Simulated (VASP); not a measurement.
# As (R-3m) in VASP: a series of runs

The runs below take As through single point, relaxation of cell and atoms, with PBEsol.

Program: VASP 6.6.1. These are calculated values, not measurements. Logs are shortened: lines on timing, memory, paths and dates and some standing lists are left out, and cuts for length are marked.

## 1. The cell of the first run

The structure is trigonal, space group R-3m (No. 166). Conventional cell: a = 3.782 Å, b = 3.782 Å, c = 10.102 Å, α = 90.00°, β = 90.00°, γ = 120.00°. Within 3.3 Å of As (site symmetry 3m) lie 6 As at 2.53 to 3.02 Å.

## 2. Single point, PBEsol

The input, INCAR:

```
SYSTEM = As
PREC     = Accurate       ! precision mode
ENCUT    = 520            ! plane-wave cutoff, eV
EDIFF    = 1E-7           ! SCF threshold, eV
ISMEAR   = -1             ! smearing method
SIGMA    = 0.1            ! smearing width, eV
LREAL    = .FALSE.        ! projectors in reciprocal space
LASPH    = .TRUE.         ! aspherical terms in the spheres
NELM     = 80             ! most SCF steps
ALGO     = Normal         ! electronic algorithm
ISIF     = 2              ! what is computed and relaxed
LWAVE    = .FALSE.        ! write WAVECAR
LCHARG   = .FALSE.        ! write CHGCAR
GGA      = PS             ! functional
NBANDS   = 12             ! bands
```

The input, KPOINTS:

```
regular mesh
0
G
  10 10 10
  0 0 0
```

The input, POSCAR:

```
As
1.0
    1.8907949362      1.0916509654      3.3671899136
   -1.8907949362      1.0916509654      3.3671899136
    0.0000000000     -2.1833019308      3.3671899136
As
2
Direct
    0.7698630833      0.7698630833      0.7698630833
    0.2301369167      0.2301369167      0.2301369167
```

Potentials or basis: VASP PAW PBE potentials, release 64 (As).

The run is started by

```
$ cat potpaw_PBE.64/As/POTCAR > POTCAR
$ mpirun -np 1 vasp_std > vasp.out
```

OUTCAR:

```text
SYSTEM = As
   PREC = Accurate
   ENCUT = 520
   EDIFF = 1E-7
   ISMEAR = -1
   LREAL = .FALSE.
   LASPH = .TRUE.
   NELM = 80
   ISIF = 2
   GGA = PS

 ion  position               nearest neighbor table
   1  0.770  0.770  0.770-   2 2.53   2 2.53   2 2.53
   2  0.230  0.230  0.230-   1 2.53   1 2.53   1 2.53

  LATTYP: Found a trigonal (rhomboedric) cell.
 ALAT       =     4.0130755332
 COS(alpha) =     0.5560192007

  Lattice vectors:

 A1 = (   1.8907949362,   1.0916509654,   3.3671899136)
 A2 = (  -1.8907949362,   1.0916509654,   3.3671899136)
 A3 = (   0.0000000000,  -2.1833019308,   3.3671899136)

Analysis of symmetry for initial positions (statically):
=====================================================================
 Subroutine PRICEL returns:
 Original cell was already a primitive cell.

 Routine SETGRP: Setting up the symmetry group for a
 trigonal (rhombohedral) supercell.

 Subroutine GETGRP returns: Found 12 space group operations
 (whereof 12 operations were pure point group operations)
 out of a pool of 12 trial point group operations.

The static configuration has the point symmetry D_3d.

Analysis of symmetry for dynamics (positions and initial velocities):
=====================================================================
 Subroutine PRICEL returns:
 Original cell was already a primitive cell.

 Routine SETGRP: Setting up the symmetry group for a
 trigonal (rhombohedral) supercell.

 Subroutine GETGRP returns: Found 12 space group operations
 (whereof 12 operations were pure point group operations)
 out of a pool of 12 trial point group operations.

The dynamic configuration has the point symmetry D_3d.

 Subroutine INISYM returns: Found 12 space group operations
 (whereof 12 operations are pure point group operations),
 and found     1 'primitive' translations

----------------------------------------------------------------------------------------

                                     Primitive cell

  volume of cell :      41.7011

  direct lattice vectors                    reciprocal lattice vectors
     1.890794936  1.091650965  3.367189914     0.264439041  0.152673952  0.098994515
    -1.890794936  1.091650965  3.367189914    -0.264439041  0.152673952  0.098994515
     0.000000000 -2.183301931  3.367189914     0.000000000 -0.305347903  0.098994515

  length of vectors
     4.013075533  4.013075533  4.013075533     0.320994168  0.320994168  0.320994168

  position of ions in fractional coordinates (direct lattice)
     0.769863083  0.769863083  0.769863083
     0.230136917  0.230136917  0.230136917

  ion indices of the primitive-cell ions
   primitive index   ion index
                 1           1
                 2           2

----------------------------------------------------------------------------------------

 KPOINTS: regular mesh

Automatic generation of k-mesh.
 Grid dimensions read from file:
 generate k-points for:   10   10   10

 Generating k-lattice:

  Cartesian coordinates                     Fractional coordinates (reciprocal lattice)
     0.026443904  0.015267395  0.009899452     0.100000000 -0.000000000 -0.000000000
    -0.026443904  0.015267395  0.009899452    -0.000000000  0.100000000 -0.000000000
     0.000000000 -0.030534790  0.009899452    -0.000000000 -0.000000000  0.100000000

  Length of vectors
     0.032099417  0.032099417  0.032099417

  Shift w.r.t. Gamma in fractional coordinates (k-lattice)
     0.000000000  0.000000000  0.000000000

 Subroutine IBZKPT returns following result:
 ===========================================

 Found    116 irreducible k-points:

 Following reciprocal coordinates:
            Coordinates               Weight
  0.000000  0.000000  0.000000      1.000000
  0.100000  0.000000  0.000000      6.000000
  0.200000  0.000000  0.000000      6.000000
  0.300000  0.000000 -0.000000      6.000000
  0.400000  0.000000  0.000000      6.000000
  0.500000  0.000000  0.000000      3.000000
[... 16 lines left out ...]
  0.300000  0.300000 -0.000000      6.000000
  0.400000  0.300000 -0.000000     12.000000
 [... further k-points ...]
   k-points           NKPTS =    116   k-points in BZ     NKDIM =    116   number of bands    NBANDS=     12
   number of dos      NEDOS =    301   number of ions     NIONS =      2
   total plane-waves  NPLWV =  27000
   dimension x,y,z NGX =    30 NGY =   30 NGZ =   30
   dimension x,y,z NGXF=    60 NGYF=   60 NGZF=   60
   ions per type =               2
   NGX,Y,Z   is equivalent  to a cutoff of  12.43, 12.43, 12.43 a.u.
   NGXF,Y,Z  is equivalent  to a cutoff of  24.86, 24.86, 24.86 a.u.
 SYSTEM =  As
   PREC   = accura    normal or accurate (medium, high low for compatibility)
   ISTART =      0    job   : 0-new  1-cont  2-samecut
   ICHARG =      2    charge: 1-file 2-atom 10-const
   ISPIN  =      1    spin polarized calculation?
   LNONCOLLINEAR =      F non collinear calculations
   LSORBIT =      F    spin-orbit coupling
   LASPH  =      T    aspherical Exc in radial PAW
   ENCUT  =  520.0 eV  38.22 Ry    6.18 a.u.   7.46  7.46  7.46*2*pi/ulx,y,z
   NELM   =     80;   NELMIN=  2; NELMDL= -5     # of ELM steps
   EDIFF  = 0.1E-06   stopping-criterion for ELM
   LREAL  =      F    real-space projection
   EDIFFG = 0.1E-05   stopping-criterion for IOM
   NSW    =      0    number of steps for IOM
   IBRION =     -1    ionic relax: 0-MD 1-quasi-New 2-CG
   NFREE  =      0    steps in history (QN), initial steepest desc. (CG)
   ISIF   =      2    stress and relaxation
   ISYM   =      2    0-nonsym 1-usesym 2-fastsym
   POTIM  = 0.5000    time-step for ionic-motion
   TEBEG  =    0.0;   TEEND  =   0.0 temperature during run
   PSTRESS=    0.0 pullay stress
   NELECT =      10.0000    total number of electrons
   NUPDOWN=      -1.0000    fix difference up-down
   EMIN   =  10.00;   EMAX   =-10.00  energy-range for DOS
   EFERMI =   0.00;   METHOD = LEGACY
   ISMEAR =    -1;   SIGMA  =   0.10  broadening in eV -4-tet -1-fermi 0-gaus
   EFERMI_NEDOS =   21; number of points for ismear=-14 and -15
   IALGO  =     38    algorithm
   IMIX   =      4    mixing-type and parameters
     AMIX     =   0.40;   BMIX     =  1.00
     AMIX_MAG =   1.60;   BMIX_MAG =  1.00
  volume/ion in A,a.u.               =      20.85       140.71
  Fermi-wavevector in a.u.,A,eV,Ry     =   1.017089  1.922020 14.074831  1.034471
  Thomas-Fermi vector in A             =   2.150470
   LORBIT       =      0    0 simple, 1 ext, 2 COOP (PROOUT), +10 PAW based schemes
   GGA     = PS    functional components
   LHFCALC =     F    Hartree Fock is set to
   AEXX    =    0.0000 exact exchange contribution
   IVDW    =     0    specifies the selected vdW correction
   LEPSILON=     F    determine dielectric tensor
   LRPA    =     F    only Hartree local field effects (RPA)
 non-spin polarized calculation
  energy-cutoff  :      520.00
  volume of cell :       41.70
 maximum number of plane-waves:      1135
 NGX is ok and might be reduce to    30
   NGX = 15   NGY = 15   NGZ = 15

 number of electron      10.0000000 magnetization

 Free energy of the ion-electron system (eV)
  ---------------------------------------------------
  ext. energy  EPLUGINS =         0.00000000
  ---------------------------------------------------
  free energy    TOTEN  =       -10.22400603 eV

  energy without entropy =      -10.21789173  energy(sigma->0) =      -10.22094888

 E-fermi :   5.6491     XC(G=0): -10.2724

 val. band max:        5.6005337130   @ k =   0.4000   0.3000   0.3000
 cond. band min:       5.7198353463   @ k =   0.4000   0.1000   0.1000
 fundamental gap:      0.1193016333
 Fermi energy:         5.6491317386

 k-point     1 :       0.0000    0.0000    0.0000
  band No.  band energies     occupation
      1      -9.5230      2.00000
      2       0.0857      2.00000
      3       3.2556      2.00000
      4       3.5628      2.00000
      5       3.5628      2.00000
      6       7.7129      0.00000
      7       8.7592      0.00000
      8       8.7592      0.00000
      9      12.0908      0.00000
     10      12.0908      0.00000
     11      12.5062      0.00000
     12      14.1595      0.00000

 k-point     2 :       0.1000    0.0000    0.0000
  band No.  band energies     occupation
      1      -9.3872      2.00000
      2      -0.4762      2.00000
      3       3.2736      2.00000
      4       3.4952      2.00000
      5       3.6953      2.00000
      6       7.8036      0.00000
      7       8.4563      0.00000
      8       8.5388      0.00000
      9      11.4456      0.00000
     10      12.0304      0.00000
     11      12.0502      0.00000
     12      15.0622      0.00000

 k-point     3 :       0.2000    0.0000    0.0000
  band No.  band energies     occupation
      1      -8.9827      2.00000
      2      -1.7517      2.00000
      3       3.1749      2.00000
      4       3.3396      2.00000
      5       4.0807      2.00000
      6       7.4210      0.00000
      7       7.8328      0.00000
      8       7.9214      0.00000
      9      11.3283      0.00000
     10      12.0316      0.00000
     11      12.5795      0.00000
     12      16.9412      0.00000

 k-point     4 :       0.3000    0.0000   -0.0000
  band No.  band energies     occupation
      1      -8.3198      2.00000
      2      -3.2491      2.00000
      3       3.1335      2.00000
      4       3.1825      2.00000
      5       4.4646      1.99999
      6       6.6482      0.00009
      7       6.9442      0.00000
      8       7.2252      0.00000
      9      12.2006      0.00000
     10      13.0109      0.00000
     11      13.8586      0.00000
     12      18.4406      0.00000

 k-point     5 :       0.4000    0.0000    0.0000
  band No.  band energies     occupation
      1      -7.4326      2.00000
      2      -4.7029      2.00000
      3       3.0795      2.00000
      4       3.1847      2.00000
      5       4.8502      1.99932
      6       5.9284      0.11539
      7       6.1760      0.01024
      8       6.7253      0.00004
      9      13.5031      0.00000
     10      14.8023      0.00000
     11      15.6415      0.00000
     12      17.3071      0.00000
[... 228 lines left out ...]
      1      -7.2549      2.00000
      2      -4.4198      2.00000
      3       0.7160      2.00000
      4       3.3694      2.00000
      5       3.7519      2.00000
      6       6.4960      0.00042
      7       6.9495      0.00000
      8      10.0417      0.00000
      9      12.1108      0.00000
     10      13.9691      0.00000
     11      15.8941      0.00000
     12      17.8513      0.00000

 k-point    22 :      -0.2000    0.2000    0.0000
  band No.  band energies     occupation
      1      -8.0683      2.00000
      2      -3.3225      2.00000
      3       1.2858      2.00000
      4       4.0221      2.00000
      5       4.0872      2.00000
      6       6.1861      0.00927
      7       6.6774      0.00007
      8       9.7099      0.00000
      9      11.1022      0.00000
     10      13.3535      0.00000
     11      15.7123      0.00000
     12      16.4191      0.00000

 k-point    23 :       0.3000    0.3000   -0.0000
  band No.  band energies     occupation
      1      -8.0699      2.00000
      2      -2.6584      2.00000
      3       0.9760      2.00000
      4       1.9295      2.00000
      5       2.5701      2.00000
      6       7.6659      0.00000
      7       9.4196      0.00000
      8      10.3981      0.00000
      9      11.4781      0.00000
     10      14.8313      0.00000
     11      15.2510      0.00000
     12      16.7216      0.00000

 k-point    24 :       0.4000    0.3000   -0.0000
  band No.  band energies     occupation
      1      -7.5176      2.00000
      2      -3.3277      2.00000
      3       0.3786      2.00000
      4       1.6446      2.00000
      5       2.1646      2.00000
      6       7.9166      0.00000
      7      10.2234      0.00000
      8      10.5358      0.00000
      9      11.1751      0.00000
     10      16.2428      0.00000
     11      16.5320      0.00000
     12      17.3900      0.00000

 [... further k-points ...]
[... 5 lines left out ...]
  --------------------------------------------------------------------------------------
  -------------------------------------------------------------------------------------
  Total        0.1141228      0.1141228      0.0801320     -0.0000000      0.0000000      0.0000000
  in kB        4.3846610      4.3846610      3.0787138     -0.0000000      0.0000000      0.0000000
  external PRESSURE =       3.9493453 kB  Pullay stress =       0.0000000 kB

 VOLUME and BASIS-vectors are now :
 -----------------------------------------------------------------------------
  energy-cutoff  :      520.00
  volume of cell :       41.70
      direct lattice vectors                 reciprocal lattice vectors
     1.890794936  1.091650965  3.367189914     0.264439041  0.152673952  0.098994515
    -1.890794936  1.091650965  3.367189914    -0.264439041  0.152673952  0.098994515
     0.000000000 -2.183301931  3.367189914     0.000000000 -0.305347903  0.098994515

 POSITION                                       TOTAL-FORCE (eV/Angst)
 -----------------------------------------------------------------------------------
      0.00000      0.00000      7.77683         0.000000     -0.000000     -0.060649
      0.00000      0.00000      2.32474         0.000000      0.000000      0.060649
 -----------------------------------------------------------------------------------
    total drift:                               -0.000000      0.000000     -0.000000

  FREE ENERGIE OF THE ION-ELECTRON SYSTEM (eV)
  ---------------------------------------------------
  free  energy   TOTEN  =       -10.2240060348 eV

  energy  without entropy=      -10.2178917268  energy(sigma->0) =      -10.22094888
```

Run time: 43 s. Hardware: 1 thread of Intel Xeon Platinum 8375C at 2.90GHz (Ice Lake), shared host; peak memory 0.19 GiB.

What came out:

| Quantity | Value |
| --- | --- |
| Free energy | -10.2240 eV |
| Pressure | 0.4 GPa |
| Largest force | 0.061 eV/Å |
| Band gap on the k mesh | zero (band 5 reaches 5.60 eV, above the bottom of band 6 at 5.35 eV) |

Forces in eV/Å, atoms in the order of the input:
```
As   0.000  0.000 -0.061
As   0.000  0.000  0.061
```

Levels at points of the mesh, in eV from the Fermi level:
```tsv
k point	band 1	band 2	band 3	band 4	band 5	band 6	band 7	band 8	band 9	band 10
(0.00, 0.00, 0.00)	-15.17	-5.56	-2.39	-2.09	-2.09	2.06	3.11	3.11	6.44	6.44
(0.50, 0.00, 0.00)	-12.32	-11.31	-2.60	-2.42	-0.36	-0.29	0.23	0.90	9.32	9.87
(0.50, 0.50, 0.00)	-12.27	-9.55	-6.36	-4.38	-4.31	1.50	5.72	6.72	7.71	10.69
(0.50, 0.50, 0.50)	-13.49	-10.38	-1.74	-1.74	-0.70	0.37	0.37	1.57	8.38	10.73
```

Caveat: the PAW data sets were made with another functional, which shifts forces and pressure a little.

(Part 1 of 2 ends here.)
